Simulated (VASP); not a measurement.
## NiO2: single point with PBEsol

Crystal: NiO2.

```
CELL_PARAMETERS angstrom
2.80281 0.00000 0.00000
-1.40141 2.42731 0.00000
0.00000 0.00000 4.90604
ATOMIC_POSITIONS crystal
Ni 0.00000 0.00000 0.50000
O 0.66667 0.33333 0.70023
O 0.33333 0.66667 0.29977
```

This cell differs from its parent crystal: c/a of the conventional cell at fixed volume 1.7504.

* Program: VASP 6.6.1
* Task: single point
* Functional: PBEsol
* Potentials or basis: VASP PAW PBE potentials, release 64 (Ni, O)
* Cutoff: 520 eV
* k mesh: 12 × 12 × 6
* Occupations: gaussian, width 0.05 eV
* Spin: no spin polarisation

```
Pressure               : -8.1 GPa
Largest force          : 0.965 eV/Å
Band gap on the k mesh : 0.95 eV, indirect (least direct gap 1.13 eV)
```

Forces in eV/Å, atoms in the order of the input:
```
Ni   0.000  0.000  0.000
O    0.000  0.000 -0.965
O    0.000  0.000  0.965
```

Stress tensor (GPa, compression positive):
```
-7.64  0.00  0.00
 0.00 -7.64  0.00
 0.00  0.00 -9.14
```

Levels at points of the mesh, in eV from the valence-band top:
```
           k point  band 9  band 10  band 11  band 12  band 13  band 14
(0.00, 0.00, 0.00)   -0.89    -0.79    -0.39     2.15     2.15     7.44
(0.50, 0.00, 0.00)   -1.58    -1.57    -0.92     1.59     2.08    12.20
(0.00, 0.00, 0.50)   -0.91    -0.91    -0.15     2.17     2.17     9.31
(0.50, 0.00, 0.50)   -1.58    -1.57    -0.97     1.59     2.03    11.68
```

It took 30 s on 1 thread of Intel(R) Xeon(R) Platinum 8488C (Sapphire Rapids), on a shared host, peak memory 0.19 GiB.

Caveat: the PAW data sets were made with another functional, which shifts forces and pressure a little. Spin polarisation is off, so any magnetic state and its effect on volume and gap are missing.
